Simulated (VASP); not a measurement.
# K4C (P-43m) in VASP: further runs

Runs on K4C. Level: PBE. Tasks: single point.

All numbers are computed with VASP 6.6.1; they aren't measurements. Logs are shortened: lines on timing, memory, paths and dates and some standing lists are left out, and cuts for length are marked.

**1. The cell of the first run**

It takes space group P-43m (No. 215, cubic). Conventional cell: a = 6.633 Å, b = 6.633 Å, c = 6.633 Å, α = 90.00°, β = 90.00°, γ = 90.00°. K (site symmetry 3m) has 1 C at 2.78 Å within 3.7 Å. Within 3.7 Å of C (site symmetry -43m) lie 4 K at 2.78 Å.

**2. Single point, PBE, collinear spin (atoms taken out)**

File INCAR:

```
PREC = Accurate ; ENCUT = 520
EDIFF = 1E-7 ; ISMEAR = 0
SIGMA = 0.1 ; LREAL = F
LASPH = T ; NELM = 150
ALGO = Normal ; ISIF = 2
LWAVE = F ; LCHARG = F
ISPIN = 2 ; MAGMOM = 0 0 0 0 1.87
LORBIT = 11 ; GGA = PE
NBANDS = 32
```

File KPOINTS:

```
regular mesh
0
Gamma
  6 6 6
```

File POSCAR:

```
K4C
1.0
    6.6328871317      0.0000000000      0.0000000000
    0.0000000000      6.6328871317      0.0000000000
    0.0000000000      0.0000000000      6.6328871317
K C
4 1
Direct
    0.2419634015      0.2419634015      0.2419634015
    0.7580365985      0.7580365985      0.2419634015
    0.7580365985      0.2419634015      0.7580365985
    0.2419634015      0.7580365985      0.7580365985
    0.0000000000      0.0000000000      0.0000000000
```

Potentials or basis: VASP PAW PBE potentials, release 64 (K_sv, C).

Started as:

```sh
cat potpaw_PBE.64/K_sv/POTCAR potpaw_PBE.64/C/POTCAR > POTCAR
mpirun -np 1 vasp_std > vasp.out
```

OUTCAR:

```text
PREC = Accurate
   ENCUT = 520
   EDIFF = 1E-7
   ISMEAR = 0
   LREAL = F
   LASPH = T
   NELM = 150
   ISIF = 2
   ISPIN = 2
   LORBIT = 11
   GGA = PE

 ion  position               nearest neighbor table
   1  0.242  0.242  0.242-   5 2.78
   2  0.758  0.758  0.242-   5 2.78
   3  0.758  0.242  0.758-   5 2.78
   4  0.242  0.758  0.758-   5 2.78
   5  0.000  0.000  0.000-   1 2.78   2 2.78   3 2.78   4 2.78

  LATTYP: Found a simple cubic cell.
 ALAT       =     6.6328871317

  Lattice vectors:

 A1 = (   6.6328871317,   0.0000000000,   0.0000000000)
 A2 = (   0.0000000000,   6.6328871317,   0.0000000000)
 A3 = (   0.0000000000,   0.0000000000,   6.6328871317)

Analysis of symmetry for initial positions (statically):
=====================================================================
 Subroutine PRICEL returns:
 Original cell was already a primitive cell.

 Routine SETGRP: Setting up the symmetry group for a
 simple cubic supercell.

 Subroutine GETGRP returns: Found 24 space group operations
 (whereof 24 operations were pure point group operations)
 out of a pool of 48 trial point group operations.

The static configuration has the point symmetry T_d .

Analysis of symmetry for dynamics (positions and initial velocities):
=====================================================================
 Subroutine PRICEL returns:
 Original cell was already a primitive cell.

 Routine SETGRP: Setting up the symmetry group for a
 simple cubic supercell.

 Subroutine GETGRP returns: Found 24 space group operations
 (whereof 24 operations were pure point group operations)
 out of a pool of 48 trial point group operations.

The dynamic configuration has the point symmetry T_d .

Analysis of structural, dynamic, and magnetic symmetry:
=====================================================================
 Subroutine PRICEL returns:
 Original cell was already a primitive cell.

 Routine SETGRP: Setting up the symmetry group for a
 simple cubic supercell.

 Subroutine GETGRP returns: Found 24 space group operations
 (whereof 24 operations were pure point group operations)
 out of a pool of 48 trial point group operations.

The overall configuration has the point symmetry T_d .

 Subroutine INISYM returns: Found 24 space group operations
 (whereof 24 operations are pure point group operations),
 and found     1 'primitive' translations

----------------------------------------------------------------------------------------

                                     Primitive cell

  volume of cell :     291.8151

  direct lattice vectors                    reciprocal lattice vectors
     6.632887132  0.000000000  0.000000000     0.150763910  0.000000000  0.000000000
     0.000000000  6.632887132  0.000000000     0.000000000  0.150763910  0.000000000
     0.000000000  0.000000000  6.632887132     0.000000000  0.000000000  0.150763910

  length of vectors
     6.632887132  6.632887132  6.632887132     0.150763910  0.150763910  0.150763910

  position of ions in fractional coordinates (direct lattice)
     0.241963402  0.241963402  0.241963402
     0.758036598  0.758036598  0.241963402
     0.758036598  0.241963402  0.758036598
     0.241963402  0.758036598  0.758036598
     0.000000000  0.000000000  0.000000000

  ion indices of the primitive-cell ions
   primitive index   ion index
                 1           1
                 2           2
                 3           3
                 4           4
                 5           5

----------------------------------------------------------------------------------------

 KPOINTS: regular mesh

Automatic generation of k-mesh.
 Grid dimensions read from file:
 generate k-points for:    6    6    6

 Generating k-lattice:

  Cartesian coordinates                     Fractional coordinates (reciprocal lattice)
     0.025127318  0.000000000  0.000000000     0.166666667  0.000000000  0.000000000
     0.000000000  0.025127318  0.000000000     0.000000000  0.166666667  0.000000000
     0.000000000  0.000000000  0.025127318     0.000000000  0.000000000  0.166666667

  Length of vectors
     0.025127318  0.025127318  0.025127318

  Shift w.r.t. Gamma in fractional coordinates (k-lattice)
     0.000000000  0.000000000  0.000000000

 Subroutine IBZKPT returns following result:
 ===========================================

 Found     20 irreducible k-points:

 Following reciprocal coordinates:
            Coordinates               Weight
  0.000000  0.000000  0.000000      1.000000
  0.166667  0.000000  0.000000      6.000000
  0.333333  0.000000  0.000000      6.000000
  0.500000  0.000000  0.000000      3.000000
  0.166667  0.166667  0.000000     12.000000
  0.333333  0.166667  0.000000     24.000000
[... 12 lines left out ...]
  0.500000  0.500000  0.333333      6.000000
  0.500000  0.500000  0.500000      1.000000
   k-points           NKPTS =     20   k-points in BZ     NKDIM =     20   number of bands    NBANDS=     32
   number of dos      NEDOS =    301   number of ions     NIONS =      5
   total plane-waves  NPLWV = 125000
   dimension x,y,z NGX =    50 NGY =   50 NGZ =   50
   dimension x,y,z NGXF=   100 NGYF=  100 NGZF=  100
   ions per type =               4   1
   NGX,Y,Z   is equivalent  to a cutoff of  12.53, 12.53, 12.53 a.u.
   NGXF,Y,Z  is equivalent  to a cutoff of  25.06, 25.06, 25.06 a.u.
 SYSTEM =  unknown system
   PREC   = accura    normal or accurate (medium, high low for compatibility)
   ISTART =      0    job   : 0-new  1-cont  2-samecut
   ICHARG =      2    charge: 1-file 2-atom 10-const
   ISPIN  =      2    spin polarized calculation?
   LNONCOLLINEAR =      F non collinear calculations
   LSORBIT =      F    spin-orbit coupling
   LASPH  =      T    aspherical Exc in radial PAW
   ENCUT  =  520.0 eV  38.22 Ry    6.18 a.u.  12.33 12.33 12.33*2*pi/ulx,y,z
   NELM   =    150;   NELMIN=  2; NELMDL= -5     # of ELM steps
   EDIFF  = 0.1E-06   stopping-criterion for ELM
   LREAL  =      F    real-space projection
   EDIFFG = 0.1E-05   stopping-criterion for IOM
   NSW    =      0    number of steps for IOM
   IBRION =     -1    ionic relax: 0-MD 1-quasi-New 2-CG
   NFREE  =      0    steps in history (QN), initial steepest desc. (CG)
   ISIF   =      2    stress and relaxation
   ISYM   =      2    0-nonsym 1-usesym 2-fastsym
   POTIM  = 0.5000    time-step for ionic-motion
   TEBEG  =    0.0;   TEEND  =   0.0 temperature during run
   PSTRESS=    0.0 pullay stress
   NELECT =      40.0000    total number of electrons
   NUPDOWN=      -1.0000    fix difference up-down
   EMIN   =  10.00;   EMAX   =-10.00  energy-range for DOS
   EFERMI =   0.00;   METHOD = LEGACY
   ISMEAR =     0;   SIGMA  =   0.10  broadening in eV -4-tet -1-fermi 0-gaus
   EFERMI_NEDOS =   21; number of points for ismear=-14 and -15
   IALGO  =     38    algorithm
   IMIX   =      4    mixing-type and parameters
     AMIX     =   0.40;   BMIX     =  1.00
     AMIX_MAG =   1.60;   BMIX_MAG =  1.00
  volume/ion in A,a.u.               =      58.36       393.85
  Fermi-wavevector in a.u.,A,eV,Ry     =   0.844097  1.595112  9.694141  0.712499
  Thomas-Fermi vector in A             =   1.959070
   LORBIT       =     11    0 simple, 1 ext, 2 COOP (PROOUT), +10 PAW based schemes
   GGA     = PE    functional components
   LHFCALC =     F    Hartree Fock is set to
   AEXX    =    0.0000 exact exchange contribution
   IVDW    =     0    specifies the selected vdW correction
   LEPSILON=     F    determine dielectric tensor
   LRPA    =     F    only Hartree local field effects (RPA)
 spin polarized calculation
 Gauss-broadening in eV      SIGMA  =   0.10
  energy-cutoff  :      520.00
  volume of cell :      291.82
 maximum number of plane-waves:      7907
 NGX is ok and might be reduce to    50
   NGX = 25   NGY = 25   NGZ = 25

 number of electron      39.9999997 magnetization      -0.0000594

 number of electron      39.9999997 magnetization       0.0003185

 Free energy of the ion-electron system (eV)
  ---------------------------------------------------
  ext. energy  EPLUGINS =         0.00000000
  ---------------------------------------------------
  free energy    TOTEN  =        -8.50909444 eV

  energy without entropy =       -8.48014891  energy(sigma->0) =       -8.49462168

 E-fermi :  -0.3455     XC(G=0):  -5.7768

 val. band max:       -0.3617396799   @ k =   0.1667   0.1667   0.0000
 cond. band min:      -0.2815485519   @ k =   0.5000   0.5000   0.0000
 fundamental gap:      0.0801911280
 Fermi energy:        -0.3454643033

 spin component 1

 k-point     1 :       0.0000    0.0000    0.0000
  band No.  band energies     occupation
      1     -31.7687      1.00000
      2     -31.7628      1.00000
      3     -31.7628      1.00000
      4     -31.7628      1.00000
      5     -15.3376      1.00000
      6     -15.3376      1.00000
[... 689 lines left out ...]
     31       4.2108      0.00000
     32       4.2108      0.00000
 Fermi energy:        -0.3454643033

 spin component 2

 k-point     1 :       0.0000    0.0000    0.0000
  band No.  band energies     occupation
      1     -31.7687      1.00000
      2     -31.7628      1.00000
      3     -31.7628      1.00000
      4     -31.7628      1.00000
      5     -15.3376      1.00000
      6     -15.3376      1.00000
[... 689 lines left out ...]
     31       4.2108      0.00000
     32       4.2108      0.00000

------------------------ aborting loop because EDIFF is reached ----------------------------------------

  FORCE on cell =-STRESS in cart. coord.  units (eV):
  Direction    XX          YY          ZZ          XY          YZ          ZX
  --------------------------------------------------------------------------------------
  -------------------------------------------------------------------------------------
  Total       -0.8385511     -0.8385511     -0.8385511      0.0000000      0.0000000      0.0000000
  in kB       -4.6039681     -4.6039681     -4.6039681      0.0000000      0.0000000      0.0000000
  external PRESSURE =      -4.6039681 kB  Pullay stress =       0.0000000 kB

 VOLUME and BASIS-vectors are now :
 -----------------------------------------------------------------------------
  energy-cutoff  :      520.00
  volume of cell :      291.82
      direct lattice vectors                 reciprocal lattice vectors
     6.632887132  0.000000000  0.000000000     0.150763910  0.000000000  0.000000000
     0.000000000  6.632887132  0.000000000     0.000000000  0.150763910  0.000000000
     0.000000000  0.000000000  6.632887132     0.000000000  0.000000000  0.150763910

 POSITION                                       TOTAL-FORCE (eV/Angst)
 -----------------------------------------------------------------------------------
      1.60492      1.60492      1.60492        -0.093566     -0.093566     -0.093566
      5.02797      5.02797      1.60492         0.093566      0.093566     -0.093566
      5.02797      1.60492      5.02797         0.093566     -0.093566      0.093566
      1.60492      5.02797      5.02797        -0.093566      0.093566      0.093566
      0.00000      0.00000      0.00000         0.000000     -0.000000     -0.000000
 -----------------------------------------------------------------------------------
    total drift:                                0.000000      0.000000      0.000000

  FREE ENERGIE OF THE ION-ELECTRON SYSTEM (eV)
  ---------------------------------------------------
  free  energy   TOTEN  =        -8.5090944397 eV

  energy  without entropy=       -8.4801489145  energy(sigma->0) =       -8.49462168

 total charge

# of ion       s       p       d       tot
------------------------------------------
    1        1.979   5.554   0.023   7.556
    2        1.979   5.554   0.023   7.556
    3        1.979   5.554   0.023   7.556
    4        1.979   5.554   0.023   7.556
    5        0.966   1.126   0.000   2.092
--------------------------------------------------
tot          8.880  23.342   0.092  32.315

 magnetization (x)

# of ion       s       p       d       tot
------------------------------------------
    1        0.000   0.000   0.000   0.000
    2        0.000   0.000   0.000   0.000
    3        0.000   0.000   0.000   0.000
    4        0.000   0.000   0.000   0.000
    5        0.000   0.000   0.000   0.000
--------------------------------------------------
tot          0.000   0.000   0.000   0.000
```

It took 9.6 min on 1 thread of Intel Xeon Platinum 8488C (Sapphire Rapids), shared host; peak memory 0.55 GiB.

Results:

| Property | Result |
| --- | --- |
| Free energy | -8.5091 eV |
| Pressure | -0.5 GPa |
| Largest force | 0.162 eV/Å |
| Band gap on the k mesh | zero (filled and empty bands overlap) |
| Net moment | 0.00 μB per cell |
| Valence electrons inside the program's atomic spheres | K 7.56; C 2.09 |

Forces in eV/Å, atoms in the order of the input:
```
K   -0.094 -0.094 -0.094
K    0.094  0.094 -0.094
K    0.094 -0.094  0.094
K   -0.094  0.094  0.094
C    0.000  0.000  0.000
```

Levels at points of the mesh, in eV from the Fermi level:
Spin up:
```csv
k point,band 17,band 18,band 19,band 20,band 21,band 22,band 23,band 24
"(0.00, 0.00, 0.00)",-7.70,-1.29,-0.17,-0.17,-0.17,1.89,1.89,2.19
"(0.50, 0.00, 0.00)",-7.69,-1.11,-0.10,-0.04,-0.04,0.58,2.09,2.27
"(0.50, 0.50, 0.00)",-7.69,-0.53,-0.53,-0.11,0.06,1.03,1.03,1.25
"(0.50, 0.50, 0.50)",-7.69,-0.29,-0.29,-0.29,0.69,0.82,0.82,0.82
```
Spin down:
| k point | band 18 | band 19 | band 20 | band 21 | band 22 | band 23 |
| --- | --- | --- | --- | --- | --- | --- |
| (0.00, 0.00, 0.00) | -1.29 | -0.17 | -0.17 | -0.17 | 1.89 | 1.89 |
| (0.50, 0.00, 0.00) | -1.11 | -0.10 | -0.04 | -0.04 | 0.58 | 2.09 |
| (0.50, 0.50, 0.00) | -0.53 | -0.53 | -0.11 | 0.06 | 1.03 | 1.03 |
| (0.50, 0.50, 0.50) | -0.29 | -0.29 | -0.29 | 0.69 | 0.82 | 0.82 |

Caveat: the cell differs from its parent crystal (atoms taken out).

(Continued in part 2 of 2.)
